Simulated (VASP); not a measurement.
Here is a VASP 6.6.1 calculation.

The input INCAR:

```
PREC = Accurate
ENCUT = 520
EDIFF = 1E-7
ISMEAR = 1
SIGMA = 0.05
LREAL = False
LASPH = True
NELM = 100
ALGO = Normal
ISIF = 2
LWAVE = False
LCHARG = False
GGA = PE
NBANDS = 13
```

KPOINTS

```
regular mesh
0
Gamma
  17 17 17
```

The input POSCAR:

```
Ge
1.0
    1.6837486506      1.6837486506      1.6837486506
   -1.6837486506      1.6837486506      1.6837486506
   -1.6837486506     -1.6837486506      1.6837486506
Ge
1
Direct
    0.0000000000      0.0000000000      0.0000000000
```

Potentials or basis: VASP PAW PBE potentials, release 64 (Ge_d).

Command:

```console
$ cat potpaw_PBE.64/Ge_d/POTCAR > POTCAR
$ mpirun -np 1 vasp_std > vasp.out
```

Problem. What does it give for the band gap on the k mesh?

Solution. Zero (band 7 reaches 15.69 eV, above the bottom of band 8 at 3.72 eV).

Problem. Estimate the pressure.

Solution. 0.0 GPa.
